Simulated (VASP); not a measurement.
A run of VASP 6.6.1 is set up as follows.

The input INCAR:

```
PREC = Accurate
ENCUT = 520
EDIFF = 1E-6
ISMEAR = -1
SIGMA = 0.1
LREAL = F
LASPH = T
NELM = 60
ALGO = Normal
ISIF = 2
LWAVE = F
LCHARG = T
GGA = PS
LELF = T
LVHAR = T
NBANDS = 10
```

KPOINTS

```
regular mesh
0
Gamma
  10 10 10
```

Contents of POSCAR:

```
Al
1.0
    0.0000000000      3.0752939100      3.0752939100
    3.0752939100      0.0000000000      3.0752939100
    3.0752939100      3.0752939100      0.0000000000
Al
2
Direct
    0.1250000000      0.1250000000      0.1250000000
    0.8750000000      0.8750000000      0.8750000000
```

Potentials or basis: VASP PAW PBE potentials, release 64 (Al).

Launch:

```console
$ cat potpaw_PBE.64/Al/POTCAR > POTCAR
$ mpirun -np 1 vasp_std > vasp.out
```

Predict the pressure.

-2.6 GPa.

Predict the band gap on the k mesh.

zero (band 3 reaches 4.44 eV, above the bottom of band 4 at 1.18 eV).

Caveat: the PAW data sets were made with another functional, which shifts forces and pressure a little.
